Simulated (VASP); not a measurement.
# H17O8F in VASP: further runs

H17O8F is run at these levels: PBE+D3(BJ); tasks: single point.

Everything below comes from runs of VASP 6.6.1. Logs are shortened: lines on timing, memory, paths and dates and some standing lists are left out, and cuts for length are marked.

**1. The cell of the first run**

The cell holds an amorphous packing of atoms, 26 atoms: a = 6.132 Å, b = 5.546 Å, c = 5.930 Å, α = 84.99°, β = 92.71°, γ = 88.56°.

**2. Single point, PBE+D3(BJ)**

INCAR reads:

```
PREC     = Accurate       # precision mode
ENCUT    = 520            # plane-wave cutoff, eV
EDIFF    = 1E-7           # SCF threshold, eV
ISMEAR   = -1             # smearing method
SIGMA    = 0.05           # smearing width, eV
LREAL    = Auto         
LASPH    = T              # aspherical terms in the spheres
NELM     = 80             # most SCF steps
ALGO     = Normal         # electronic algorithm
ISIF     = 2              # what is computed and relaxed
LWAVE    = F              # write WAVECAR
LCHARG   = F              # write CHGCAR
GGA      = PE             # functional
IVDW     = 12             # dispersion correction
NBANDS   = 55             # bands
```

KPOINTS reads:

```
regular mesh
0
Gamma
  1 1 1
```

POSCAR reads:

```
H17O8F
1.0
    6.1303140000      0.0764220000     -0.1444400000
    0.0764220000      5.5400760000      0.2514460000
   -0.1444400000      0.2514460000      5.9224510000
O H F
8 17 1
Direct
    0.4409886336     -0.0477075443      1.0312440355
    0.2552164981      0.7430525499      0.4129246286
    0.7434137594      0.4436580025      0.8693229633
    0.6120204794      0.8250766648      0.5776220033
    1.0267707105      0.2879963474      0.5118811843
   -0.1446488539      0.7936425152      0.2084523255
    0.2564323654      0.4870127446      0.9147701997
    0.5846393385      0.2951675605      0.3550264246
    0.3145481346      0.0304341383      0.9471384044
    0.5172248466     -0.0822336461      0.8970247754
    0.3636754657      0.8161567822      0.5048264521
    0.3333782118      0.7722895809      0.2667753643
    0.7332650650      0.4955309347      1.0136704440
    0.7815936468      0.2733831598      0.8924602811
    0.6876348058      0.8398061178      0.4416847150
    0.6430073267      0.6527239425      0.6336145548
    0.8867386283      0.2813410409      0.4298454218
    1.1058785734      0.4260430981      0.4516890504
   -0.1507963742      0.9359818474      0.1225455610
    0.0006388320      0.7782574099      0.2948783469
    0.1854034070      0.6473354537      0.9419258610
    0.1284615717      0.3978430131      0.8661986321
    0.4931741665      0.4066603258      0.4354077331
    0.4877929298      0.2948491628      0.2184768043
    0.0116385038      0.1472887353      0.7075864202
   -0.0348769917      0.0330009596      0.8412841926
```

Potentials or basis: VASP PAW PBE potentials, release 64 (O, H, F).

On the command line:

```
$ cat potpaw_PBE.64/O/POTCAR potpaw_PBE.64/H/POTCAR potpaw_PBE.64/F/POTCAR > POTCAR
$ mpirun -np 1 vasp_gam > vasp.out
```

OUTCAR:

```text
PREC = Accurate
   ENCUT = 520
   EDIFF = 1E-7
   ISMEAR = -1
   LREAL = Auto
   LASPH = T
   NELM = 80
   ISIF = 2
   GGA = PE
   IVDW = 12
 IVDW          = 12

 ion  position               nearest neighbor table
   1  0.441  0.952  0.031-  10 0.97   9 0.97
   2  0.255  0.743  0.413-  11 0.96  12 1.01
   3  0.743  0.444  0.869-  13 0.93  14 0.96
   4  0.612  0.825  0.578-  15 0.95  16 0.99
   5  0.027  0.288  0.512-  18 0.97  17 0.97  25 1.35
   6  0.855  0.794  0.208-  19 0.90  20 1.00
   7  0.256  0.487  0.915-  22 0.98  21 1.01
   8  0.585  0.295  0.355-  24 0.98  23 0.99
   9  0.315  0.030  0.947-   1 0.97
  10  0.517  0.918  0.897-   1 0.97
  11  0.364  0.816  0.505-   2 0.96
  12  0.333  0.772  0.267-   2 1.01
  13  0.733  0.496  0.014-   3 0.93
  14  0.782  0.273  0.892-   3 0.96
[... 8 lines left out ...]
  23  0.493  0.407  0.435-   8 0.99
  24  0.488  0.295  0.218-   8 0.98
  25  0.012  0.147  0.708-  26 1.03   5 1.35
  26  0.965  0.033  0.841-  25 1.03

  LATTYP: Found a triclinic cell.
 ALAT       =     8.7298532386
 B/A-ratio  =     0.6792262913
 C/A-ratio  =     1.5564129472
 COS(alpha) =     0.0071022605
 COS(beta)  =     0.6461478042
 COS(gamma) =     0.7124865341

  Lattice vectors:

 A1 = (   6.2747540000,  -0.1750240000,  -6.0668910000)
 A2 = (   0.1444400000,  -0.2514460000,  -5.9224510000)
 A3 = (  12.3370500000,   5.6929200000,  -0.0374340000)

Analysis of symmetry for initial positions (statically):
=====================================================================
 Subroutine PRICEL returns:
 Original cell was already a primitive cell.

 Routine SETGRP: Setting up the symmetry group for a
 triclinic supercell.

 Subroutine GETGRP returns: Found  1 space group operations
 (whereof  1 operations were pure point group operations)
 out of a pool of  2 trial point group operations.

The static configuration has the point symmetry C_1 .

Analysis of symmetry for dynamics (positions and initial velocities):
=====================================================================
 Subroutine PRICEL returns:
 Original cell was already a primitive cell.

 Routine SETGRP: Setting up the symmetry group for a
 triclinic supercell.

 Subroutine GETGRP returns: Found  1 space group operations
 (whereof  1 operations were pure point group operations)
 out of a pool of  2 trial point group operations.

The dynamic configuration has the point symmetry C_1 .

 Subroutine INISYM returns: Found  1 space group operations
 (whereof  1 operations are pure point group operations),
 and found     1 'primitive' translations

----------------------------------------------------------------------------------------

                                     Primitive cell

  volume of cell :     200.5974

  direct lattice vectors                    reciprocal lattice vectors
     6.130314000  0.076422000 -0.144440000     0.163250413 -0.002437342  0.004084922
     0.076422000  5.540076000  0.251446000    -0.002437342  0.180887822 -0.007739291
    -0.144440000  0.251446000  5.922451000     0.004084922 -0.007739291  0.169277220

  length of vectors
     6.132491580  5.546305752  5.929545839     0.163319701  0.181069714  0.169503275

  position of ions in fractional coordinates (direct lattice)
     0.440988634  0.952292456  0.031244036
     0.255216498  0.743052550  0.412924629
     0.743413759  0.443658003  0.869322963
     0.612020479  0.825076665  0.577622003
     0.026770711  0.287996347  0.511881184
     0.855351146  0.793642515  0.208452325
[... 18 lines left out ...]
     0.011638504  0.147288735  0.707586420
     0.965123008  0.033000960  0.841284193

  ion indices of the primitive-cell ions
   primitive index   ion index
                 1           1
                 2           2
                 3           3
                 4           4
                 5           5
                 6           6
[... 18 lines left out ...]
                25          25
                26          26

----------------------------------------------------------------------------------------

 KPOINTS: regular mesh

Automatic generation of k-mesh.
 Grid dimensions read from file:
 generate k-points for:    1    1    1

 Generating k-lattice:

  Cartesian coordinates                     Fractional coordinates (reciprocal lattice)
     0.163250413 -0.002437342  0.004084922     1.000000000  0.000000000  0.000000000
    -0.002437342  0.180887822 -0.007739291     0.000000000  1.000000000  0.000000000
     0.004084922 -0.007739291  0.169277220     0.000000000  0.000000000  1.000000000

  Length of vectors
     0.163319701  0.181069714  0.169503275

  Shift w.r.t. Gamma in fractional coordinates (k-lattice)
     0.000000000  0.000000000  0.000000000

 Subroutine IBZKPT returns following result:
 ===========================================

 Found      1 irreducible k-points:

 Following reciprocal coordinates:
            Coordinates               Weight
  0.000000  0.000000  0.000000      1.000000
   k-points           NKPTS =      1   k-points in BZ     NKDIM =      1   number of bands    NBANDS=     55
   number of dos      NEDOS =    301   number of ions     NIONS =     26
   total plane-waves  NPLWV =  96768
   dimension x,y,z NGX =    48 NGY =   42 NGZ =   48
   dimension x,y,z NGXF=    96 NGYF=   84 NGZF=   96
   ions per type =               8  17   1
   NGX,Y,Z   is equivalent  to a cutoff of  13.01, 12.59, 13.46 a.u.
   NGXF,Y,Z  is equivalent  to a cutoff of  26.02, 25.18, 26.92 a.u.
 SYSTEM =  unknown system
   PREC   = accura    normal or accurate (medium, high low for compatibility)
   ISTART =      0    job   : 0-new  1-cont  2-samecut
   ICHARG =      2    charge: 1-file 2-atom 10-const
   ISPIN  =      1    spin polarized calculation?
   LNONCOLLINEAR =      F non collinear calculations
   LSORBIT =      F    spin-orbit coupling
   LASPH  =      T    aspherical Exc in radial PAW
   ENCUT  =  520.0 eV  38.22 Ry    6.18 a.u.  11.40 10.31 11.03*2*pi/ulx,y,z
   NELM   =     80;   NELMIN=  2; NELMDL= -5     # of ELM steps
   EDIFF  = 0.1E-06   stopping-criterion for ELM
   LREAL  =      T    real-space projection
   EDIFFG = 0.1E-05   stopping-criterion for IOM
   NSW    =      0    number of steps for IOM
   IBRION =     -1    ionic relax: 0-MD 1-quasi-New 2-CG
   NFREE  =      0    steps in history (QN), initial steepest desc. (CG)
   ISIF   =      2    stress and relaxation
   ISYM   =      2    0-nonsym 1-usesym 2-fastsym
   POTIM  = 0.5000    time-step for ionic-motion
   TEBEG  =    0.0;   TEEND  =   0.0 temperature during run
   PSTRESS=    0.0 pullay stress
   NELECT =      72.0000    total number of electrons
   NUPDOWN=      -1.0000    fix difference up-down
   EMIN   =  10.00;   EMAX   =-10.00  energy-range for DOS
   EFERMI =   0.00;   METHOD = LEGACY
   ISMEAR =    -1;   SIGMA  =   0.05  broadening in eV -4-tet -1-fermi 0-gaus
   EFERMI_NEDOS =   21; number of points for ismear=-14 and -15
   IALGO  =     38    algorithm
   IMIX   =      4    mixing-type and parameters
     AMIX     =   0.40;   BMIX     =  1.00
     AMIX_MAG =   1.60;   BMIX_MAG =  1.00
  volume/ion in A,a.u.               =       7.72        52.07
  Fermi-wavevector in a.u.,A,eV,Ry     =   1.163440  2.198582 18.416740  1.353592
  Thomas-Fermi vector in A             =   2.299990
   LORBIT       =      0    0 simple, 1 ext, 2 COOP (PROOUT), +10 PAW based schemes
   GGA     = PE    functional components
   LHFCALC =     F    Hartree Fock is set to
   AEXX    =    0.0000 exact exchange contribution
   IVDW    =    12    specifies the selected vdW correction
   LEPSILON=     F    determine dielectric tensor
   LRPA    =     F    only Hartree local field effects (RPA)
 non-spin polarized calculation
  energy-cutoff  :      520.00
  volume of cell :      200.60
 maximum number of plane-waves:      2710
 NGX is ok and might be reduce to    48
   NGX = 23   NGY = 21   NGZ = 23

 number of electron      71.9999984 magnetization

 Free energy of the ion-electron system (eV)
  ---------------------------------------------------
  ext. energy  EPLUGINS =         0.00000000
  ---------------------------------------------------
  free energy    TOTEN  =      -123.54243970 eV

  energy without entropy =     -123.54243970  energy(sigma->0) =     -123.54243970

 E-fermi :  -1.2055     XC(G=0):  -8.0192

 val. band max:       -2.4232359065   @ k =   0.0000   0.0000   0.0000
 cond. band min:       2.2282460704   @ k =   0.0000   0.0000   0.0000
 fundamental gap:      4.6514819769
 Fermi energy:        -1.2055039615

 k-point     1 :       0.0000    0.0000    0.0000
  band No.  band energies     occupation
      1     -25.2492      2.00000
      2     -22.0823      2.00000
      3     -21.8325      2.00000
      4     -21.4408      2.00000
      5     -21.1855      2.00000
      6     -21.0490      2.00000
[... 40 lines left out ...]
     47       8.6336      0.00000
     48       8.8300      0.00000
 [bands above 48 left out]

------------------------ aborting loop because EDIFF is reached ----------------------------------------

 Edisp (eV)   -1.15654

 E8    (eV) :    -0.2390

  FORCE on cell =-STRESS in cart. coord.  units (eV):
  Direction    XX          YY          ZZ          XY          YZ          ZX
  --------------------------------------------------------------------------------------
  -------------------------------------------------------------------------------------
  Total       5.53595     4.93990     7.56299     1.51449    -1.05199     1.06001
  in kB      44.21582    39.45513    60.40582    12.09630    -8.40226     8.46634
  external pressure =       48.03 kB  Pullay stress =        0.00 kB

 VOLUME and BASIS-vectors are now :
 -----------------------------------------------------------------------------
  energy-cutoff  :      520.00
  volume of cell :      200.60
      direct lattice vectors                 reciprocal lattice vectors
     6.130314000  0.076422000 -0.144440000     0.163250413 -0.002437342  0.004084922
     0.076422000  5.540076000  0.251446000    -0.002437342  0.180887822 -0.007739291
    -0.144440000  0.251446000  5.922451000     0.004084922 -0.007739291  0.169277220

 POSITION                                       TOTAL-FORCE (eV/Angst)
 -----------------------------------------------------------------------------------
      2.77166      5.31733      0.36079        -0.294799      0.219247     -0.580678
      1.56170      4.23990      2.59550        -1.400798     -1.274554     -2.800138
      4.46570      2.73330      5.15270         0.233771     -0.548546     -2.181979
      3.73150      4.76300      3.54000        -0.514749     -0.796671      2.478397
      0.11219      1.72628      3.10014         0.174590     -0.686185      0.003593
      5.27411      4.51462      1.31056         0.173162     -4.146706      3.075201
[... 18 lines left out ...]
     -0.01960      0.99480      4.22600        -0.201275     -0.056589     -0.497222
      5.79751      0.46812      4.85136         0.697204     -0.014294      0.109988
 -----------------------------------------------------------------------------------
    total drift:                               -0.013488      0.000475     -0.005541

  FREE ENERGIE OF THE ION-ELECTRON SYSTEM (eV)
  ---------------------------------------------------
  free  energy   TOTEN  =      -124.6989828144 eV

  energy  without entropy=     -124.6989828143  energy(sigma->0) =     -124.69898281
```

It took 14 s on 1 thread of Intel Xeon 6975P-C (Granite Rapids), shared host; peak memory 0.28 GiB.

Results:

* Free energy: -124.6990 eV
* Pressure: 4.8 GPa
* Largest force: 5.165 eV/Å
* Band gap on the k mesh: 4.65 eV
* Dispersion energy per atom: -0.044 eV

Forces in eV/Å, atoms in the order of the input:
```
O   -0.295  0.219 -0.581
O   -1.401 -1.275 -2.800
O    0.234 -0.549 -2.182
O   -0.515 -0.797  2.478
O    0.175 -0.686  0.004
O    0.173 -4.147  3.075
O   -1.221  1.035  0.450
O   -1.012  0.909 -0.088
H   -0.603  0.387  0.504
H    0.888 -0.552 -0.195
H    1.213  0.579  1.488
H   -0.715 -0.122  0.514
H   -0.223  1.228  2.313
H   -0.038 -0.505 -0.166
H    1.155  0.445 -1.843
H    0.113  0.609  0.568
H   -0.749  0.168 -0.318
H    0.467  0.705  0.194
H    0.129  3.624 -2.379
H   -0.272  0.402 -0.187
H    0.631 -1.349 -0.387
H    0.310  0.476  0.191
H    0.664 -0.291  0.060
H    0.397 -0.443 -0.326
H   -0.201 -0.057 -0.497
F    0.697 -0.014  0.110
```

Levels at points of the mesh, in eV from the valence-band top:
```csv
k point,band 33,band 34,band 35,band 36,band 37,band 38,band 39,band 40
"(0.00, 0.00, 0.00)",-0.52,-0.39,-0.20,0.00,4.65,7.87,8.62,8.90
```

Caveat: the k points lie up to 1.14 Å⁻¹ apart.

**3. Single point, PBE+D3(BJ)**

This run uses another cell than the first one, of 10.54 Å³/atom, 1.366 times its volume.

INCAR reads:

```
  PREC = Accurate
  ENCUT = 520
  EDIFF = 1E-6
  ISMEAR = -1
  SIGMA = 0.05
  LREAL = Auto
  LASPH = T
  NELM = 80
  ALGO = Normal
  ISIF = 2
  LWAVE = F
  LCHARG = F
  GGA = PE
  IVDW = 12
  NBANDS = 55
```

KPOINTS reads:

```
Automatic mesh
0
Gamma
  1 1 1
```

POSCAR reads:

```
H17O8F
1.0
    6.4950650000      0.0000000000      0.0000000000
    0.0000000000      6.4950650000      0.0000000000
    0.0000000000      0.0000000000      6.4950650000
O H F
8 17 1
Direct
    0.5123270391      0.0986889675      0.8806695764
    0.4612613621      0.6598191581      0.1918592220
    0.6751489427      0.4751188745      0.8810485699
    0.6807191621      0.8160307771      0.6095748802
    1.0261829681      0.3213414026      0.5553959413
    0.0830363602      0.8578196537      0.2973048429
    0.1921561274      0.6665666358      0.6974223080
    0.6525565473      0.3253689118      0.3854462338
    0.3629710802      0.0878279801      0.8564316270
    0.5774181358     -0.0005481646      0.7843366718
    0.5402024444      0.7873784959      0.2080861041
    0.5132184634      0.6025106385      0.0591076634
    0.8028854654      0.4524686677      0.9554346914
    0.6117714171      0.3330879021      0.8720807122
    0.8155782028      0.8283956161      0.5446916482
    0.6853457673      0.6860263073      0.6886721167
    0.8799574123      0.3313917788      0.5055733333
    1.0682529371      0.4587765946      0.6139368013
    0.0755507888      0.9911516221      0.2282733571
    0.1961826762      0.7848524209      0.2261713785
    0.1330172757      0.7949752710      0.7544995960
    0.2550765036      0.7183943653      0.5708416417
    0.5832403252      0.4523502951      0.3360235682
    0.5465382363      0.2492533183      0.4582659874
    0.0569665246      0.1856658503      0.6876728784
    0.0961099347      0.0690207595      0.8076245489
```

Potentials or basis: VASP PAW PBE potentials, release 64 (O, H, F).

On the command line:

```
$ cat potpaw_PBE.64/O/POTCAR potpaw_PBE.64/H/POTCAR potpaw_PBE.64/F/POTCAR > POTCAR
$ mpirun -np 1 vasp_gam > vasp.out
```

It took 15 s on 1 thread of Intel Xeon 6975P-C (Granite Rapids), shared host; peak memory 0.3 GiB.

Results (log left out):

| Quantity | Value |
| --- | --- |
| Free energy | -126.5053 eV |
| Pressure | -0.8 GPa |
| Largest force | 0.216 eV/Å |
| Band gap on the k mesh | 4.86 eV |
| Dispersion energy per atom | -0.032 eV |

Forces in eV/Å, atoms in the order of the input:
```
O   -0.038  0.038 -0.113
O    0.080  0.187 -0.038
O   -0.024  0.042 -0.008
O    0.028  0.024 -0.033
O   -0.037  0.044  0.130
O    0.048  0.122 -0.171
O    0.007  0.195 -0.012
O    0.006  0.032  0.003
H   -0.009  0.044  0.034
H    0.063 -0.007  0.008
H   -0.093 -0.151  0.088
H    0.024 -0.048 -0.019
H    0.076  0.043  0.042
H   -0.083 -0.075 -0.025
H    0.040  0.049 -0.060
H   -0.053 -0.032  0.031
H   -0.032 -0.048 -0.079
H    0.068  0.010 -0.019
H   -0.031 -0.148  0.065
H   -0.079  0.001  0.100
H    0.014 -0.143  0.004
H   -0.024 -0.092  0.011
H    0.025  0.032 -0.028
H   -0.003 -0.081  0.065
H   -0.017  0.073 -0.105
F    0.045 -0.110  0.130
```

Stress tensor (GPa, compression positive):
```
-0.74  0.18  0.17
 0.18 -1.23  0.31
 0.17  0.31 -0.40
```

Levels at points of the mesh, in eV from the valence-band top:
```tsv
k point	band 33	band 34	band 35	band 36	band 37	band 38	band 39	band 40
(0.00, 0.00, 0.00)	-0.27	-0.21	-0.06	0.00	4.86	7.89	8.32	8.51
```

Caveat: the k points lie up to 0.97 Å⁻¹ apart.

(Part 1 of 2 ends here.)
